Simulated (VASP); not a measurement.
Here is a VASP 6.6.1 calculation.

The input POSCAR:

```
KSrCl3
1.0
    5.6362001317      0.0000000000      0.0000000000
    0.0000000000      5.6362001317      0.0000000000
    0.0000000000      0.0000000000      5.6362001317
K Sr Cl
1 1 3
Direct
    0.0000000000      0.0000000000      0.0000000000
    0.5000000000      0.5000000000      0.5000000000
    0.5000000000      0.5000000000      0.0000000000
    0.5000000000      0.0000000000      0.5000000000
    0.0000000000      0.5000000000      0.5000000000
```

INCAR.step1

```
PREC     = Accurate       # precision mode
ENCUT    = 520            # plane-wave cutoff, eV
ISMEAR   = 1              # smearing method
SIGMA    = 0.001          # smearing width, eV
LREAL    = False          # projectors in reciprocal space
LASPH    = True           # aspherical terms in the spheres
NELM     = 80             # most SCF steps
NBANDS   = 28             # bands
GGA      = PE             # functional
ALGO     = Normal         # electronic algorithm
EDIFF    = 1E-4           # SCF threshold, eV
LWAVE    = True           # write WAVECAR
LCHARG   = False          # write CHGCAR
```

File INCAR.step2:

```
PREC     = Accurate       # precision mode
ENCUT    = 520            # plane-wave cutoff, eV
EDIFF    = 1E-7           # SCF threshold, eV
ISMEAR   = 1              # smearing method
SIGMA    = 0.001          # smearing width, eV
LREAL    = False          # projectors in reciprocal space
LASPH    = True           # aspherical terms in the spheres
NELM     = 80             # most SCF steps
ALGO     = Normal         # electronic algorithm
ISIF     = 2              # what is computed and relaxed
LWAVE    = False          # write WAVECAR
LCHARG   = False          # write CHGCAR
METAGGA  = R2SCAN         # meta-GGA
LMIXTAU  = True         
NBANDS   = 28             # bands
ISTART   = 1
```

KPOINTS

```
Automatic mesh
0
Gamma
  4 4 4
```

Potentials or basis: VASP PAW PBE potentials, release 64 (K_sv, Sr_sv, Cl).

Run with:

```sh
$ cat potpaw_PBE.64/K_sv/POTCAR potpaw_PBE.64/Sr_sv/POTCAR potpaw_PBE.64/Cl/POTCAR > POTCAR
$ cp INCAR.step1 INCAR
$ mpirun -np 1 vasp_std > vasp.out
$ cp INCAR.step2 INCAR
$ mpirun -np 1 vasp_std > vasp.out
```

Question: Estimate the pressure.

Answer: 0.0 GPa.

Question: What does it give for the band gap on the k mesh?

Answer: 5.19 eV (least direct gap 5.41 eV).

Caveat: the PAW data sets were made with another functional, which shifts forces and pressure a little. A k mesh can miss the band edges.
